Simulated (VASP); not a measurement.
# Ti (Im-3m) in VASP: a series of runs, part 2 of 2

VASP 6.6.1.

### 3 Single point, PBEsol

This run uses another cell than the first one, of 16.68 Å³/atom, 1.017 times its volume.

INCAR reads:

```
ALGO     = Normal         # electronic algorithm
EDIFF    = 1E-6           # SCF threshold, eV
ENCUT    = 520            # plane-wave cutoff, eV
GGA      = PS             # functional
ISIF     = 2              # what is computed and relaxed
ISMEAR   = 0              # smearing method
LASPH    = T              # aspherical terms in the spheres
LCHARG   = F              # write CHGCAR
LREAL    = F              # projectors in reciprocal space
LWAVE    = F              # write WAVECAR
NBANDS   = 12             # bands
NELM     = 100            # most SCF steps
PREC     = Accurate       # precision mode
SIGMA    = 0.1            # smearing width, eV
```

KPOINTS reads:

```
k-points
0
Gamma
  18 18 18
```

POSCAR reads:

```
Ti
1.0
   -1.6095954795      1.6095954795      1.6095954795
    1.6095954795     -1.6095954795      1.6095954795
    1.6095954795      1.6095954795     -1.6095954795
Ti
1
Direct
    0.0000000000      0.0000000000      0.0000000000
```

Potentials or basis: VASP PAW PBE potentials, release 64 (Ti_sv).

Run with:

```sh
$ cat potpaw_PBE.64/Ti_sv/POTCAR > POTCAR
$ mpirun -np 1 vasp_std > vasp.out
```

Run time: 27 s. Hardware: 1 thread of Intel Xeon Platinum 8259CL at 2.50GHz (Skylake/Cascade Lake), shared host; peak memory 0.17 GiB.

Results (log left out):

```
Free energy            : -8.2404 eV
Pressure               : -1.2 GPa
Band gap on the k mesh : zero (band 6 reaches 9.40 eV, above the bottom of band 7 at 7.79 eV)
```

Levels at points of the mesh, in eV from the Fermi level:
```csv
k point,band 4,band 5,band 6,band 7,band 8,band 9
"(0.00, 0.00, 0.00)",-32.12,-6.04,1.02,1.02,1.02,2.88
"(0.50, 0.00, 0.00)",-32.12,-2.56,-0.45,1.28,2.88,3.25
"(0.50, 0.50, 0.50)",-32.65,-2.24,-2.24,4.14,4.14,4.14
```

Caveat: the PAW data sets were made with another functional, which shifts forces and pressure a little.

### 4 Single point, PBEsol

This run uses another cell than the first one, of 13.96 Å³/atom, 0.851 times its volume.

INCAR reads:

```
SYSTEM = Ti
  ALGO = Fast
  EDIFF = 1E-6
  ENCUT = 520
  GGA = PS
  ISIF = 2
  ISMEAR = 0
  LASPH = .TRUE.
  LCHARG = .FALSE.
  LREAL = .FALSE.
  LWAVE = .FALSE.
  NBANDS = 12
  NELM = 60
  PREC = Accurate
  SIGMA = 0.1
```

KPOINTS reads:

```
k-points
0
G
  20 20 20
  0 0 0
```

POSCAR reads:

```
Ti
1.0
   -1.5168584412      1.5168584412      1.5168584412
    1.5168584412     -1.5168584412      1.5168584412
    1.5168584412      1.5168584412     -1.5168584412
Ti
1
Direct
    0.0000000000      0.0000000000      0.0000000000
```

Potentials or basis: VASP PAW PBE potentials, release 64 (Ti_sv).

Run with:

```sh
$ cat potpaw_PBE.64/Ti_sv/POTCAR > POTCAR
$ mpirun -np 1 vasp_std > vasp.out
```

OUTCAR:

```text
SYSTEM = Ti
   EDIFF = 1E-6
   ENCUT = 520
   GGA = PS
   ISIF = 2
   ISMEAR = 0
   LASPH = .TRUE.
   LREAL = .FALSE.
   NELM = 60
   PREC = Accurate

 ion  position               nearest neighbor table
   1  0.000  0.000  0.000-

  LATTYP: Found a body centered cubic cell.
 ALAT       =     3.0337168824

  Lattice vectors:

 A1 = (  -1.5168584412,   1.5168584412,   1.5168584412)
 A2 = (   1.5168584412,  -1.5168584412,   1.5168584412)
[... 531 lines left out ...]
      3     -21.3723      2.00000
      4     -21.1420      2.00000
      5       7.1302      2.00000
      6      10.2621      1.97160
      7      10.6335      0.00220
      8      13.4380      0.00000
      9      14.2712      0.00000
     10      14.5388      0.00000
     11      25.6542      0.00000
     12      27.0777      0.00000

 [... further k-points ...]
[... 5 lines left out ...]
  --------------------------------------------------------------------------------------
  -------------------------------------------------------------------------------------
  Total        2.1110019      2.1110019      2.1110019      0.0000000     -0.0000000      0.0000000
  in kB      242.2724596    242.2724596    242.2724596      0.0000000     -0.0000000      0.0000000
  external PRESSURE =     242.2724596 kB  Pullay stress =       0.0000000 kB

 VOLUME and BASIS-vectors are now :
 -----------------------------------------------------------------------------
  energy-cutoff  :      520.00
  volume of cell :       13.96
      direct lattice vectors                 reciprocal lattice vectors
    -1.516858441  1.516858441  1.516858441     0.000000000  0.329628650  0.329628650
     1.516858441 -1.516858441  1.516858441     0.329628650  0.000000000  0.329628650
     1.516858441  1.516858441 -1.516858441     0.329628650  0.329628650  0.000000000

 POSITION                                       TOTAL-FORCE (eV/Angst)
 -----------------------------------------------------------------------------------
      0.00000      0.00000      0.00000         0.000000     -0.000000      0.000000
 -----------------------------------------------------------------------------------
    total drift:                                0.000000     -0.000000      0.000000

  FREE ENERGIE OF THE ION-ELECTRON SYSTEM (eV)
  ---------------------------------------------------
  free  energy   TOTEN  =        -8.0685367669 eV

  energy  without entropy=       -8.0608983531  energy(sigma->0) =       -8.06471756
```

It took 60 s on 1 thread of Intel Xeon Platinum 8259CL at 2.50GHz (Skylake/Cascade Lake), shared host; peak memory 0.15 GiB.

Results:

- Free energy: -8.0685 eV
- Pressure: 24.2 GPa
- Band gap on the k mesh: zero (band 6 reaches 11.57 eV, above the bottom of band 7 at 9.72 eV)

Levels at points of the mesh, in eV from the Fermi level:
| k point | band 4 | band 5 | band 6 | band 7 | band 8 | band 9 |
| --- | --- | --- | --- | --- | --- | --- |
| (0.00, 0.00, 0.00) | -31.50 | -6.32 | 1.16 | 1.16 | 1.16 | 3.46 |
| (0.50, 0.00, 0.00) | -31.52 | -3.06 | -0.70 | 2.05 | 3.51 | 3.97 |
| (0.50, 0.50, 0.50) | -32.40 | -2.97 | -2.97 | 5.11 | 5.11 | 5.11 |

Caveat: the PAW data sets were made with another functional, which shifts forces and pressure a little.

### 5 Summary

```csv
cell,k mesh,gap on the mesh (eV),pressure (GPa)
"a = 2.773 Å, angles 109.5°, 1 atom",18 × 18 × 18,none,0.6
"a = 2.788 Å, angles 109.5°, 1 atom",18 × 18 × 18,none,-1.2
"a = 2.627 Å, angles 109.5°, 1 atom",20 × 20 × 20,none,24.2
```

Alike in all rows: task single point; level PBEsol; potentials or basis VASP PAW PBE potentials, release 64 (Ti_sv); no spin polarisation; cutoff (eV) 520; smearing gaussian 0.1 eV.

Caveats: the PAW data sets were made with another functional, which shifts forces and pressure a little.

Total energies depend on the potentials used, so only differences within one code and one set of settings carry meaning.
